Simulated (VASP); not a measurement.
A run of VASP 6.6.1:

The input INCAR:

```
SYSTEM = W7S13
  PREC = Accurate
  ENCUT = 520
  EDIFF = 1E-7
  ISMEAR = 0
  SIGMA = 0.05
  LREAL = Auto
  LASPH = .TRUE.
  NELM = 80
  ALGO = Normal
  ISIF = 2
  LWAVE = .FALSE.
  LCHARG = .TRUE.
  GGA = PS
  LELF = .TRUE.
  LVHAR = .TRUE.
  NBANDS = 104
  NELECT = 174.0
```

KPOINTS

```
Automatic mesh
0
G
  3 3 3
  0 0 0
```

Contents of POSCAR:

```
W7S13
1.0
    4.7214102091      0.9086358184      6.3704647762
   -3.1476068061      3.6345432736      6.3704647762
   -1.5738034030     -4.5431790920      6.3704647762
W S
7 13
Direct
    1.0012320227      1.0012320227      1.0012320227
    0.2923024798      0.1365810028      0.5692989458
    0.1365810059      0.5692990011      0.2923024213
    0.4091382069      0.7178027216      0.8713912885
    0.5692989688      0.2923025293      0.1365809302
    0.8713912533      0.4091381647      0.7178027991
    0.7178027306      0.8713912260      0.4091382605
    0.6059542700      0.6059542700      0.6059542700
    0.0347703584      0.8908901292      0.3233080382
    0.8908900724      0.3233081040      0.0347703494
    0.1816818078      0.4564048453      0.6079649740
    0.3233081213      0.0347703974      0.8908900071
    0.6079650177      0.1816817550      0.4564048544
    0.4564049377      0.6079649361      0.1816817533
    0.8691653388      0.7297428628      0.1513413314
    0.7297428502      0.1513412999      0.8691653830
    0.0164181331      0.2885892160      0.4444845903
    0.1513413440      0.8691653704      0.7297428187
    0.4444846616      0.0164181416      0.2885891363
    0.2885891447      0.4444845819      0.0164182128
```

Potentials or basis: VASP PAW PBE potentials, release 64 (W_sv, S).

Command:

```console
$ cat potpaw_PBE.64/W_sv/POTCAR potpaw_PBE.64/S/POTCAR > POTCAR
$ mpirun -np 1 vasp_std > vasp.out
```

Hardware: 1 thread of Intel Xeon 8259CL (shared host).

Question: How long does it take, and how much memory?

Answer: Run time: 16 min on 1 thread of Intel Xeon 8259CL (shared host), peak memory 0.56 GiB. Counts: scf iterations 19, k points 6.
